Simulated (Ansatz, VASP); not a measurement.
Nb in VASP and in Ansatz

Contents of INCAR:

```
SYSTEM = Nb
PREC = Accurate
ENCUT = 600
EDIFF = 1E-6
ISMEAR = -1
SIGMA = 0.05
LREAL = .False.
LASPH = .True.
NELM = 100
ALGO = Normal
ISIF = 3
LWAVE = .False.
LCHARG = .False.
GGA = CA
IBRION = 2
NSW = 60
EDIFFG = -0.005
```

Contents of KPOINTS:

```
Automatic mesh
0
Gamma
  15 15 8
  0 0 0
```

The input POSCAR:

```
Nb
1.0
    2.8997508145      0.0000000000      0.0000000000
   -1.4498754073      2.5112578700      0.0000000000
    0.0000000000      0.0000000000      4.6975963195
Nb
2
Direct
    0.3333333333      0.6666666667      0.2500000000
    0.6666666667      0.3333333333      0.7500000000
```

Input for Ansatz:

```yaml
crystal:
  lattice:
    - [2.8997508145, 0.0, 0.0]
    - [-1.4498754073, 2.51125787, 0.0]
    - [0.0, 0.0, 4.6975963195]
  atoms:
    - { symbol: Nb, position: [0.3333333333, 0.6666666667, 0.25] }
    - { symbol: Nb, position: [0.6666666667, 0.3333333333, 0.75] }
kpoints:
  mp_grid: { grid: [15, 15, 8] }
scf:
  occupations: { method: fermi_dirac, width: 0.05 }
hamiltonian:
  xc: lda
  pseudopotentials: { kind: paw }
output:
  forces: true
  stress: true
relax:
  f_tol: 0.005
  max_steps: 40
  cell: {}
```

Alike in both runs: task relaxation of cell and atoms; functional LDA; k mesh 15 × 15 × 8; occupations fermi-dirac, width 0.05 eV; no spin polarisation.

|  | VASP | Ansatz |
| --- | --- | --- |
| version | VASP 6.6.1 | Ansatz 0.2.0 |
| potentials or method | VASP PAW LDA potentials, release 64 (Nb_sv) | PAW with Ansatz's default frozen-core files, scalar-relativistic |
| plane-wave cutoff (eV) | 600 | 420 |
| valence electrons in the cell | 26 | 26 |

```csv
,VASP,Ansatz,Ansatz less VASP
relaxed volume (Å³/atom),17.63,17.64,+0.011
relaxed length of the cell vector where the two differ most in proportion (Å),5.153,5.156,+0.0024
```

LDA's correlation is that of Perdew and Zunger in VASP and of Perdew and Wang (1992) in Ansatz.
